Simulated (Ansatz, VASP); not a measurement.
## Be in VASP and in Ansatz

File INCAR:

```
PREC = Accurate ; ENCUT = 520
EDIFF = 1E-7 ; ISMEAR = -1
SIGMA = 0.1 ; LREAL = F
LASPH = T ; NELM = 60
ALGO = Normal ; ISIF = 2
LWAVE = F ; LCHARG = T
GGA = PS ; LELF = T
LVHAR = T ; NBANDS = 9
```

File KPOINTS:

```
Automatic mesh
0
Gamma
  13 13 13
```

Contents of POSCAR:

```
Be
1.0
    0.0000000000      2.3708242066      2.3708242066
    2.3708242066      0.0000000000      2.3708242066
    2.3708242066      2.3708242066      0.0000000000
Be
2
Direct
    0.1250000000      0.1250000000      0.1250000000
    0.8750000000      0.8750000000      0.8750000000
```

Input for Ansatz:

```yaml
crystal:
  lattice:
    - [0.0, 2.3708242066, 2.3708242066]
    - [2.3708242066, 0.0, 2.3708242066]
    - [2.3708242066, 2.3708242066, 0.0]
  atoms:
    - { symbol: Be, position: [0.125, 0.125, 0.125] }
    - { symbol: Be, position: [0.875, 0.875, 0.875] }
hamiltonian:
  xc: pbesol
  pseudopotentials:
    kind: paw
    azcp:
      Be: "pseudopotentials/Be.paw.azcp"
basis:
  ecutwfc: 420
  fft_grid_basis: typed
kpoints:
  mp_grid: { grid: [13, 13, 13], shift: [0, 0, 0] }
magnetization:
  spin_polarized: false
scf:
  occupations: { method: fermi_dirac, width: 0.1 }
  lower_state_search: "off"
output:
  stress: true
```

Alike in both runs: task single point; functional PBEsol; k mesh 13 × 13 × 13; occupations fermi-dirac, width 0.1 eV; no spin polarisation.

|  | VASP | Ansatz |
| --- | --- | --- |
| version | VASP 6.6.1 | Ansatz 0.2.0 |
| potentials or method | VASP PAW PBE potentials, release 64 (Be), cutoff 520 eV | plane waves (420 eV) with PAW, scalar-relativistic |
| valence electrons in the cell | 4 | 4 |

Ansatz gave:

- pressure (GPa): 4.3

Question: Estimate VASP's values.

Answer: Pressure (GPa): 4.5.

VASP's potentials were made for PBE, not for PBEsol, and Ansatz warns of the same on its side. The functional is the same, so the differences come from potentials, cutoffs and numerics.
